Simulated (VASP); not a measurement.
# Pt (Fm-3m) in VASP: notebook

Runs on Pt. Level: r2SCAN. Tasks: single point.

All numbers are computed with VASP 6.6.1; they aren't measurements. Logs are shortened: lines on timing, memory, paths and dates and some standing lists are left out, and cuts for length are marked.

## Step 1: The cell of the first run

The structure is cubic, space group Fm-3m (No. 225). The conventional cell has a = 3.867 Å, b = 3.867 Å, c = 3.867 Å, α = 90.00°, β = 90.00°, γ = 90.00°. Within 3.6 Å of Pt (site symmetry m-3m) lie 12 Pt at 2.73 Å.

## Step 2: Single point, r2SCAN, non-collinear spin, zero start, spin-orbit coupling (volume scaled by 0.96)

Contents of POSCAR:

```
Pt
1.0
    0.0000000000      1.9335114647      1.9335114647
    1.9335114647      0.0000000000      1.9335114647
    1.9335114647      1.9335114647      0.0000000000
Pt
1
Direct
    0.0000000000      0.0000000000      0.0000000000
```

Contents of INCAR.step1:

```
SYSTEM = Pt
ALGO     = Normal         ! electronic algorithm
EDIFF    = 1E-4           ! SCF threshold, eV
ENCUT    = 520            ! plane-wave cutoff, eV
GGA      = PE             ! functional
GGA_COMPAT= .FALSE.      
ISMEAR   = 0              ! smearing method
LASPH    = .TRUE.         ! aspherical terms in the spheres
LCHARG   = .FALSE.        ! write CHGCAR
LMAXMIX  = 4              ! l up to which the mixer works
LREAL    = .FALSE.        ! projectors in reciprocal space
LSORBIT  = .TRUE.         ! spin-orbit coupling
LWAVE    = .TRUE.         ! write WAVECAR
MAGMOM   = 0 0 0          ! initial moments
NBANDS   = 21             ! bands
NELM     = 150            ! most SCF steps
PREC     = Accurate       ! precision mode
SIGMA    = 0.05           ! smearing width, eV
```

Contents of INCAR.step2:

```
SYSTEM = Pt
ALGO     = Normal         ! electronic algorithm
EDIFF    = 1E-6           ! SCF threshold, eV
ENCUT    = 520            ! plane-wave cutoff, eV
GGA_COMPAT= .FALSE.      
ISIF     = 2              ! what is computed and relaxed
ISMEAR   = 0              ! smearing method
ISTART   = 1            
LASPH    = .TRUE.         ! aspherical terms in the spheres
LCHARG   = .TRUE.         ! write CHGCAR
LMAXMIX  = 4              ! l up to which the mixer works
LMIXTAU  = .TRUE.       
LORBIT   = 11             ! projections on sites
LORBMOM  = .TRUE.       
LREAL    = .FALSE.        ! projectors in reciprocal space
LSORBIT  = .TRUE.         ! spin-orbit coupling
LVHAR    = .TRUE.       
LWAVE    = .FALSE.        ! write WAVECAR
MAGMOM   = 0 0 0          ! initial moments
METAGGA  = R2SCAN         ! meta-GGA
NBANDS   = 21             ! bands
NELM     = 150            ! most SCF steps
PREC     = Accurate       ! precision mode
SIGMA    = 0.05           ! smearing width, eV
```

Contents of KPOINTS:

```
k-points
0
G
  8 8 8
  0 0 0
```

Potentials or basis: VASP PAW PBE potentials, release 64 (Pt).

The run is started by

```sh
$ cat potpaw_PBE.64/Pt/POTCAR > POTCAR
$ cp INCAR.step1 INCAR
$ mpirun -np 1 vasp_ncl > vasp.out
$ cp INCAR.step2 INCAR
$ mpirun -np 1 vasp_ncl > vasp.out
```

OUTCAR:

```text
SYSTEM = Pt
   EDIFF = 1E-6
   ENCUT = 520
   ISIF = 2
   ISMEAR = 0
   ISTART = 1
   LASPH = .TRUE.
   LORBIT = 11
   LREAL = .FALSE.
   LSORBIT = .TRUE.
   METAGGA = R2SCAN
   NELM = 150
   PREC = Accurate

 ion  position               nearest neighbor table
   1  0.000  0.000  0.000-

  LATTYP: Found a face centered cubic cell.
 ALAT       =     3.8670229294

  Lattice vectors:

 A1 = (   0.0000000000,   1.9335114647,   1.9335114647)
 A2 = (   1.9335114647,   0.0000000000,   1.9335114647)
 A3 = (   1.9335114647,   1.9335114647,   0.0000000000)

Analysis of symmetry for initial positions (statically):
=====================================================================
 Subroutine PRICEL returns:
 Original cell was already a primitive cell.

 Routine SETGRP: Setting up the symmetry group for a
 face centered cubic supercell.

 Subroutine GETGRP returns: Found 48 space group operations
 (whereof 48 operations were pure point group operations)
 out of a pool of 48 trial point group operations.

The static configuration has the point symmetry O_h .

Analysis of symmetry for dynamics (positions and initial velocities):
=====================================================================
 Subroutine PRICEL returns:
 Original cell was already a primitive cell.

 Routine SETGRP: Setting up the symmetry group for a
 face centered cubic supercell.

 Subroutine GETGRP returns: Found 48 space group operations
 (whereof 48 operations were pure point group operations)
 out of a pool of 48 trial point group operations.

The dynamic configuration has the point symmetry O_h .

Analysis of structural, dynamic, and magnetic symmetry:
=====================================================================
 Subroutine PRICEL returns:
 Original cell was already a primitive cell.

 Routine SETGRP: Setting up the symmetry group for a
 face centered cubic supercell.

 Subroutine GETGRP returns: Found 48 space group operations
 (whereof 48 operations were pure point group operations)
 out of a pool of 48 trial point group operations.

The overall configuration has the point symmetry O_h .

 Subroutine INISYM returns: Found 48 space group operations
 (whereof 48 operations are pure point group operations),
 and found     1 'primitive' translations

----------------------------------------------------------------------------------------

[... 142 lines left out ...]

 val. band max:       11.9123307103   @ k =   0.5000   0.1250   0.0000
 cond. band min:      11.9576229649   @ k =  -0.3750   0.3750   0.1250
 fundamental gap:      0.0452922546
 Fermi energy:        11.9269253345

 k-point     1 :       0.0000    0.0000    0.0000
  band No.  band energies     occupation
      1       0.8398      1.00000
      2       0.8398      1.00000
      3       7.1826      1.00000
      4       7.1826      1.00000
      5       7.1826      1.00000
      6       7.1826      1.00000
[... 565 lines left out ...]
     20      32.3404      0.00000
     21      39.7638      0.00000

 [... further k-points ...]
[... 5 lines left out ...]
  --------------------------------------------------------------------------------------
  -------------------------------------------------------------------------------------
  Total        1.7459348      1.7459348      1.7459348     -0.0000000      0.0000000      0.0000000
  in kB      193.4943781    193.4943781    193.4943781     -0.0000000      0.0000000      0.0000000
  external PRESSURE =     193.4943781 kB  Pullay stress =       0.0000000 kB

 VOLUME and BASIS-vectors are now :
 -----------------------------------------------------------------------------
  energy-cutoff  :      520.00
  volume of cell :       14.46
      direct lattice vectors                 reciprocal lattice vectors
     0.000000000  1.933511465  1.933511465    -0.258596863  0.258596863  0.258596863
     1.933511465  0.000000000  1.933511465     0.258596863 -0.258596863  0.258596863
     1.933511465  1.933511465  0.000000000     0.258596863  0.258596863 -0.258596863

 POSITION                                       TOTAL-FORCE (eV/Angst)
 -----------------------------------------------------------------------------------
      0.00000      0.00000      0.00000        -0.000000      0.000000     -0.000000
 -----------------------------------------------------------------------------------
    total drift:                                0.000000      0.000000      0.000000

  FREE ENERGIE OF THE ION-ELECTRON SYSTEM (eV)
  ---------------------------------------------------
  free  energy   TOTEN  =       -51.7971443238 eV

  energy  without entropy=      -51.7921311014  energy(sigma->0) =      -51.79463771

 orbital moment (x)

 # of ion     p       d       tot
 ----------------------------------------
  1         0.000   0.000   0.000
 ----------------------------------------
            0.000   0.000   0.000

 orbital moment (y)

 # of ion     p       d       tot
 ----------------------------------------
  1         0.000  -0.000  -0.000
 ----------------------------------------
            0.000  -0.000  -0.000

 orbital moment (z)

 # of ion     p       d       tot
 ----------------------------------------
  1         0.000   0.000   0.000
 ----------------------------------------
            0.000   0.000   0.000

 Spin-Orbit-Coupling matrix elements

 Ion:    1  E_soc:     -0.7466622
 l=   1
     0.0000000    -0.0338477    -0.0338477
    -0.0338477     0.0000000    -0.0338477
    -0.0338477    -0.0338477     0.0000000
 l=   2
     0.0000000    -0.0164866     0.0000000    -0.0164866    -0.0741094
    -0.0164866     0.0000000    -0.0555820    -0.0164866    -0.0185273
     0.0000000    -0.0555820     0.0000000    -0.0555820     0.0000000
    -0.0164866    -0.0164866    -0.0555820     0.0000000    -0.0185273
    -0.0741094    -0.0185273     0.0000000    -0.0185273     0.0000000
 l=   3
     0.0000000     0.0000000     0.0000000     0.0000000     0.0000000     0.0000000     0.0000000
     0.0000000     0.0000000     0.0000000     0.0000000     0.0000000     0.0000000     0.0000000
     0.0000000     0.0000000     0.0000000     0.0000000     0.0000000     0.0000000     0.0000000
     0.0000000     0.0000000     0.0000000     0.0000000     0.0000000     0.0000000     0.0000000
     0.0000000     0.0000000     0.0000000     0.0000000     0.0000000     0.0000000     0.0000000
     0.0000000     0.0000000     0.0000000     0.0000000     0.0000000     0.0000000     0.0000000
     0.0000000     0.0000000     0.0000000     0.0000000     0.0000000     0.0000000     0.0000000

 total charge

# of ion       s       p       d       tot
------------------------------------------
    1        0.667   0.682   8.063   9.412

 magnetization (x)

# of ion       s       p       d       tot
------------------------------------------
    1        0.000   0.000   0.000   0.000

 magnetization (y)

# of ion       s       p       d       tot
------------------------------------------
    1       -0.000   0.000   0.000  -0.000

 magnetization (z)

# of ion       s       p       d       tot
------------------------------------------
    1        0.000   0.000   0.000   0.000
```

OSZICAR.step1:

```text
N       E                     dE             d eps       ncg     rms          rms(c)
DAV:   1     0.542434284485E+02    0.54243E+02   -0.49953E+03  1226   0.916E+02
DAV:   2    -0.547859778752E+01   -0.59722E+02   -0.56277E+02  1383   0.222E+02
DAV:   3    -0.675706647904E+01   -0.12785E+01   -0.12645E+01  1443   0.316E+01
DAV:   4    -0.676417811563E+01   -0.71116E-02   -0.71104E-02  1403   0.257E+00
DAV:   5    -0.676425233467E+01   -0.74219E-04   -0.74219E-04  1454   0.264E-01    0.162E+01
DAV:   6    -0.643662154618E+01    0.32763E+00   -0.34375E-01  1363   0.702E+00    0.889E+00
DAV:   7    -0.638731698277E+01    0.49305E-01   -0.87800E-02  1396   0.357E+00    0.296E+00
DAV:   8    -0.638339174618E+01    0.39252E-02   -0.40942E-03  1411   0.616E-01    0.123E+00
DAV:   9    -0.638306318755E+01    0.32856E-03   -0.76448E-04  1427   0.285E-01    0.184E-01
DAV:  10    -0.638304577451E+01    0.17413E-04   -0.26144E-05   789   0.550E-02
   1 F= -.63830458E+01 E0= -.63802692E+01  d E =-.555306E-02  mag=     0.0000     0.0000     0.0000
```

Run time: 56 s. Hardware: 1 thread of Intel Xeon Platinum 8559C (Emerald Rapids), shared host; peak memory 0.18 GiB.

What came out:

```
Free energy                                           : -51.7971 eV
Pressure                                              : 19.3 GPa
Net moment                                            : 0.00 μB per cell
Valence electrons inside the program's atomic spheres : Pt 9.41
```

Moments on the atoms (μB; x, y, z):
```
Pt  0.00 0.00 0.00
```

Caveat: the cell differs from its parent crystal (volume scaled by 0.96); the PAW data sets were made with another functional, which shifts forces and pressure a little.

## Step 3: Single point, r2SCAN, non-collinear spin, zero start, spin-orbit coupling

This run uses another cell than the first one, of 15.06 Å³/atom, 1.042 times its volume.

Contents of POSCAR:

```
Pt
1.0
    0.0000000000      1.9600012148      1.9600012148
    1.9600012148      0.0000000000      1.9600012148
    1.9600012148      1.9600012148      0.0000000000
Pt
1
Direct
    0.0000000000      0.0000000000      0.0000000000
```

Contents of INCAR.step1:

```
PREC = Accurate ; ENCUT = 520
ISMEAR = 0 ; SIGMA = 0.05
LREAL = F ; LASPH = T
NELM = 150 ; MAGMOM = 0 0 0
LSORBIT = T ; GGA_COMPAT = F
LMAXMIX = 4 ; NBANDS = 21
GGA = PE ; ALGO = Normal
EDIFF = 1E-4 ; LWAVE = T
LCHARG = F
```

Contents of INCAR.step2:

```
PREC = Accurate ; ENCUT = 520
EDIFF = 1E-6 ; ISMEAR = 0
SIGMA = 0.05 ; LREAL = F
LASPH = T ; NELM = 150
ALGO = Normal ; ISIF = 2
LWAVE = F ; LCHARG = F
MAGMOM = 0 0 0 ; LORBIT = 11
LSORBIT = T ; GGA_COMPAT = F
LORBMOM = T ; LMAXMIX = 4
METAGGA = R2SCAN ; LMIXTAU = T
NBANDS = 21 ; ISTART = 1
```

Contents of KPOINTS:

```
regular mesh
0
Gamma
  12 12 12
```

Potentials or basis: VASP PAW PBE potentials, release 64 (Pt).

The run is started by

```sh
$ cat potpaw_PBE.64/Pt/POTCAR > POTCAR
$ cp INCAR.step1 INCAR
$ mpirun -np 1 vasp_ncl > vasp.out
$ cp INCAR.step2 INCAR
$ mpirun -np 1 vasp_ncl > vasp.out
```

It took 2.1 min on 1 thread of Intel Xeon Platinum 8559C (Emerald Rapids), shared host; peak memory 0.23 GiB.

The run converged. Its results:

```
Free energy                                           : -51.8822 eV
Pressure                                              : 5.7 GPa
Net moment                                            : 0.00 μB per cell
Valence electrons inside the program's atomic spheres : Pt 9.30
```

Moments on the atoms (μB; x, y, z):
```
Pt  0.00 0.00 0.00
```

Caveat: the PAW data sets were made with another functional, which shifts forces and pressure a little.
